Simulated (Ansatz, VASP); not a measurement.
# Two plane-wave programs on BiTe

```xyz
2
Lattice="0.0000 3.2390 3.2390 3.2350 0.0040 3.2350 3.2350 3.2350 0.0040" Properties=species:S:1:pos:R:3 pbc="T T T"
Bi    0.0000    0.0000    0.0000
Te    3.2350    3.2390    3.2390
```

Change from the starting cell: strain +0.0025 x Voigt [0, 0, 0, 1, 0, 0], atoms carried along.

Alike in both runs: task single point; functional PBE; k mesh 14 × 14 × 14; occupations gaussian, width 0.15 eV; no spin polarisation.

```csv
,VASP,Ansatz
version,VASP 6.6.1,Ansatz 0.2.0
potentials or method,"VASP PAW PBE potentials, release 64 (Bi_d, Te), cutoff 520 eV","scalar-relativistic, plane waves, PAW"
valence electrons in the cell,21,31
```

|  | VASP | Ansatz | Ansatz less VASP |
| --- | --- | --- | --- |
| gap on the k mesh at the Fermi level (eV) | none | none | - |
| pressure (GPa) | 0.7 | 0.8 | +0.05 |

A gap of «none» marks a metal or a gap that the smearing closes. The functional is the same, so the differences come from potentials, cutoffs and numerics. VASP's potentials hold 21 valence electrons a cell and Ansatz's 31, so a difference there can come from the potentials and not from the codes.

Spin-orbit coupling is off throughout.
